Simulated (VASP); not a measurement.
Set up this calculation in VASP 6.6.1, as the native input.

- Task: single point
- Functional: r2SCAN
- Potentials or basis: VASP PAW PBE potentials, release 64 (Hf_pv, C, Se)
- Cutoff: 660 eV
- k mesh: 10 × 10 × 5
- Occupations: gaussian, width 0.035 eV
- Spin: no spin polarisation
- Dipole correction: no
- Further INCAR settings: ALGO = Normal; EDIFF = 1e-06; NBANDS = 29

Crystal: HfCSe.

```xyz
6
Lattice="3.4276 0.0000 0.0000 0.0000 3.4276 0.0000 0.0000 0.0000 7.8562" Properties=species:S:1:pos:R:3 pbc="T T T"
Hf    0.0000    1.7138    2.0347
Hf    1.7138    0.0000    5.8214
C     0.0000    0.0000    0.0000
C     1.7138    1.7138    0.0000
Se    0.0000    1.7138    4.8315
Se    1.7138    0.0000    3.0246
```

One way to write it, as run:

POSCAR

```
HfCSe
1.0
    3.4276340000      0.0000000000      0.0000000000
    0.0000000000      3.4276340000      0.0000000000
    0.0000000000      0.0000000000      7.8561750000
Hf C Se
2 2 2
Direct
    0.0000000000      0.5000000000      0.2590000000
    0.5000000000      0.0000000000      0.7410000000
    0.0000000000      0.0000000000      0.0000000000
    0.5000000000      0.5000000000      0.0000000000
    0.0000000000      0.5000000000      0.6150000000
    0.5000000000      0.0000000000      0.3850000000
```

INCAR.step1

```
SYSTEM = HfCSe
  PREC = Accurate
  ENCUT = 660
  ISMEAR = 0
  SIGMA = 0.035
  LREAL = .False.
  LASPH = .True.
  NELM = 120
  NBANDS = 29
  GGA = PE
  ALGO = Normal
  EDIFF = 1E-5
  LWAVE = .True.
  LCHARG = .False.
  GGA_COMPAT = .False.
```

INCAR.step2

```
SYSTEM = HfCSe
  PREC = Accurate
  ENCUT = 660
  EDIFF = 1E-6
  ISMEAR = 0
  SIGMA = 0.035
  LREAL = .False.
  LASPH = .True.
  NELM = 120
  ALGO = Normal
  ISIF = 2
  LWAVE = .False.
  LCHARG = .True.
  METAGGA = R2SCAN
  LMIXTAU = .True.
  LELF = .True.
  LVHAR = .True.
  NBANDS = 29
  ISTART = 1
  GGA_COMPAT = .False.
```

KPOINTS

```
Automatic mesh
0
Gamma
  10 10 5
  0 0 0
```

Potentials or basis: VASP PAW PBE potentials, release 64 (Hf_pv, C, Se).

The run is started by

```console
$ cat potpaw_PBE.64/Hf_pv/POTCAR potpaw_PBE.64/C/POTCAR potpaw_PBE.64/Se/POTCAR > POTCAR
$ cp INCAR.step1 INCAR
$ mpirun -np 1 vasp_std > vasp.out
$ cp INCAR.step2 INCAR
$ mpirun -np 1 vasp_std > vasp.out
```

It gave:

The pressure is -2.7 GPa and the largest force is 5.508 eV/Å. The band gap on the k mesh is zero (band 20 reaches 6.87 eV, above the bottom of band 21 at 5.12 eV).

Caveat: the PAW data sets were made with another functional, which shifts forces and pressure a little; spin-orbit coupling is left out, which moves the levels of the heavy elements.

Run time: 26 min on 1 thread of Intel Xeon 8259CL (shared host), peak memory 0.42 GiB.
